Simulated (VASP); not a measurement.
BN: single point with LDA

BN:

```
N B
1.0
     1.23421    0.71257    3.32735
    -1.23421    0.71257    3.32735
     0.00000   -1.42515    3.32735
N B
1 1
Direct
  0.66724 0.66724 0.66724
  0.00033 0.00033 0.00033
```

This cell differs from its parent crystal: volume scaled by 0.96.

```
Program                : VASP 6.6.1
Task                   : single point
Functional             : LDA
Potentials or basis    : VASP PAW LDA potentials, release 64 (N, B)
Cutoff                 : 520 eV
k mesh                 : 12 × 12 × 12
Occupations            : fermi-dirac, width 0.05 eV
Spin                   : no spin polarisation
Dipole correction      : no
Further INCAR settings : ALGO = Normal; EDIFF = 1e-06; NBANDS = 11
```

```json
{
 "Pressure": "6.5 GPa",
 "Band gap on the k mesh": "4.14 eV, indirect (least direct gap 4.65 eV)"
}
```

Stress tensor (GPa, compression positive):
```
10.14  0.00  0.00
 0.00 10.14  0.00
 0.00  0.00 -0.90
```

Levels at points of the mesh, in eV from the valence-band top:
| k point | band 1 | band 2 | band 3 | band 4 | band 5 | band 6 | band 7 | band 8 | band 9 |
| --- | --- | --- | --- | --- | --- | --- | --- | --- | --- |
| (0.00, 0.00, 0.00) | -17.82 | -4.36 | -1.24 | -1.24 | 4.91 | 11.91 | 11.91 | 13.48 | 15.59 |
| (0.50, 0.00, 0.00) | -14.46 | -9.06 | -4.14 | -0.62 | 5.24 | 10.31 | 12.97 | 14.97 | 20.09 |
| (0.50, 0.50, 0.00) | -14.39 | -8.92 | -4.20 | -1.26 | 4.14 | 10.33 | 14.20 | 17.61 | 20.65 |
| (0.50, 0.50, 0.50) | -17.51 | -6.51 | -1.26 | -1.26 | 10.11 | 11.84 | 11.84 | 13.09 | 16.53 |

Run time: 32 s on 1 thread of Intel(R) Xeon(R) Platinum 8488C (Sapphire Rapids) (shared host), peak memory 0.15 GiB.

 A k mesh can miss the band edges.
